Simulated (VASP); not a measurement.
TaN, 6 atoms in the cell. Symmetry: P6/mmm, No. 191, hexagonal system. Conventional cell: a = 5.253 Å, b = 5.253 Å, c = 2.946 Å, α = 90.00°, β = 90.00°, γ = 120.00°. Within 3.5 Å of Ta (site symmetry 6/mmm) lie 6 N at 2.63 Å and 14 Ta at 2.95 to 3.37 Å. Ta (site symmetry -6m2) has 6 N at 2.11 Å within 2.8 Å. N (site symmetry mmm) has 6 Ta at 2.11 to 2.63 Å and 4 N at 2.63 Å within 2.8 Å. 

```yaml
Program: VASP 6.6.1
Task: electric field gradients
Functional: PBE
Potentials_or_basis: VASP PAW PBE potentials, release 64 (Ta_sv_GW, N)
Cutoff: 520 eV
k_mesh: 5 × 5 × 8
Occupations: fermi-dirac, width 0.03 eV
Spin: no spin polarisation
Dipole_correction: no
Further_INCAR_settings: ALGO = Normal; EDIFF = 1e-08; NBANDS = 36
```

Potentials or basis: VASP PAW PBE potentials, release 64 (Ta_sv_GW, N).

Command:

```sh
$ cat potpaw_PBE.64/Ta_sv_GW/POTCAR potpaw_PBE.64/N/POTCAR > POTCAR
$ mpirun -np 1 vasp_std > vasp.out
```

Hardware: 1 thread of Intel(R) Xeon(R) 6975P-C (Granite Rapids) (shared host).

Q: How long does it take, and how much memory?

A: Wall time 72 s on 1 thread of Intel(R) Xeon(R) 6975P-C (Granite Rapids) (shared host), peak memory 0.21 GiB. Counts: scf iterations 26, k points 25.
